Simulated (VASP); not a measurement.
Wanted: the native input for a VASP 6.6.1 run.

```yaml
Task: single point
Functional: PBE
Potentials_or_basis: VASP PAW PBE potentials, release 64 (Zr_sv, Cd)
Cutoff: 520 eV
k_mesh: 6 × 8 × 6
Occupations: gaussian, width 0.1 eV
Spin: no spin polarisation
Dipole_correction: no
Further_INCAR_settings: ALGO = Fast; EDIFF = 1e-07; NBANDS = 38
```

The structure of Zr3Cd2 lies in POSCAR:

```
Zr3Cd2
1.0
    5.5528719739      0.0000000000      0.0000000000
    0.0000000000      5.1329425727      0.0000000000
    0.0000000000      0.0000000000      5.5529216629
Zr Cd
3 2
Direct
    0.0000000000      0.0000000000      0.5000000000
    0.5000000000      0.0000000000      0.0000000000
    0.0000000000      0.0000000000      0.0000000000
    0.5000000000      0.5000000000      0.5000000000
    0.5000000000      0.0000000000      0.5000000000
```

The input as run:

INCAR

```
SYSTEM = Zr3Cd2
ALGO = Fast ; EDIFF = 1E-7
ENCUT = 520 ; GGA = PE
ISIF = 2 ; ISMEAR = 0
LASPH = .True. ; LCHARG = .False.
LREAL = .False. ; LWAVE = .False.
NBANDS = 38 ; NELM = 80
PREC = Accurate ; SIGMA = 0.1
```

KPOINTS

```
k-points
0
Gamma
  6 8 6
  0 0 0
```

Potentials or basis: VASP PAW PBE potentials, release 64 (Zr_sv, Cd).

Command:

```bash
$ cat potpaw_PBE.64/Zr_sv/POTCAR potpaw_PBE.64/Cd/POTCAR > POTCAR
$ mpirun -np 1 vasp_std > vasp.out
```

Results of the run:

| Item | Value |
| --- | --- |
| Pressure | 1.6 GPa |
| Band gap on the k mesh | zero (bands 30 and 31 overlap by 0.94 eV) |

Wall time 5.5 min on 1 thread of Intel(R) Xeon(R) 6975P-C (Granite Rapids), with other jobs on the host, peak memory 0.41 GiB.
